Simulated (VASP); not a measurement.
**CsBr: single point with HSE06**

CsBr:

```
CELL_PARAMETERS angstrom
4.31960 0.00000 0.00000
0.00000 4.31960 0.00000
0.00000 0.00000 4.31960
ATOMIC_POSITIONS crystal
Cs 0.00000 0.00000 0.00000
Br 0.50000 0.50000 0.50000
```

| Item | Value |
| --- | --- |
| Program | VASP 6.6.1 |
| Task | single point |
| Functional | HSE06 |
| Potentials or basis | VASP PAW PBE potentials, release 64 (Cs_sv, Br) |
| Cutoff | 400 eV |
| k mesh | 4 × 4 × 4 |
| Occupations | gaussian, width 0.01 eV |
| Spin | no spin polarisation |
| Dipole correction | no |
| Grid for exact exchange (PRECFOCK) | Normal |
| Further INCAR settings | ALGO = Normal; EDIFF = 1e-06; NBANDS = 15 |
| Share of exact exchange | 0.25 |
| Screening parameter | 0.2079 1/Å |

```
Pressure               : 0.4 GPa
Band gap on the k mesh : 5.60 eV (least direct gap 5.60 eV)
```

Levels at points of the mesh, in eV from the valence-band top:
| k point | band 5 | band 6 | band 7 | band 8 | band 9 | band 10 | band 11 | band 12 |
| --- | --- | --- | --- | --- | --- | --- | --- | --- |
| (0.00, 0.00, 0.00) | -6.72 | -0.01 | -0.01 | -0.01 | 5.60 | 6.08 | 6.08 | 10.46 |
| (0.50, 0.00, 0.00) | -6.61 | -1.34 | -0.20 | -0.20 | 7.14 | 8.47 | 8.86 | 9.52 |
| (0.50, 0.50, 0.00) | -6.55 | -0.61 | -0.61 | 0.00 | 6.42 | 6.68 | 8.48 | 8.48 |
| (0.50, 0.50, 0.50) | -7.11 | -1.19 | -1.19 | -1.19 | 9.57 | 9.57 | 9.57 | 10.31 |

Run time: 7.4 min on 1 thread of Intel(R) Xeon(R) Platinum 8259CL CPU @ 2.50GHz (Skylake/Cascade Lake), on a shared host, peak memory 0.26 GiB.

Caveat: the PAW data sets were made with another functional, which shifts forces and pressure a little; spin-orbit coupling is left out, which moves the levels of the heavy elements.
